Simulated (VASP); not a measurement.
The system is NaI.

```
Na I
1.0
     0.00000    3.54319    3.54319
     3.54319    0.00000    3.54319
     3.54319    3.54319    0.00000
Na I
1 1
Direct
  0.00000 0.00000 0.00000
  0.25000 0.25000 0.25000
```

Base run:

```yaml
Program: VASP 6.6.1
Functional: PBE
Potentials_or_basis: VASP PAW PBE potentials, release 64 (Na_pv, I)
Cutoff: 520 eV
k_mesh: 4 × 4 × 4
Occupations: gaussian, width 0.01 eV
Spin: no spin polarisation
```

Its results: band gap on the k mesh 3.82 eV, direct; pressure 0.4 GPa.

The run is repeated on the same cell with these changes: functional from PBE to HSE06. What comes out?

Band gap on the k mesh 4.80 eV, direct; pressure 0.2 GPa.

HSE06 gives the wider gap, since exact exchange removes part of the self-interaction.

Caveats: spin-orbit coupling is left out, which moves the levels of the heavy elements; the PAW data sets were made with another functional, which shifts forces and pressure a little (some runs).

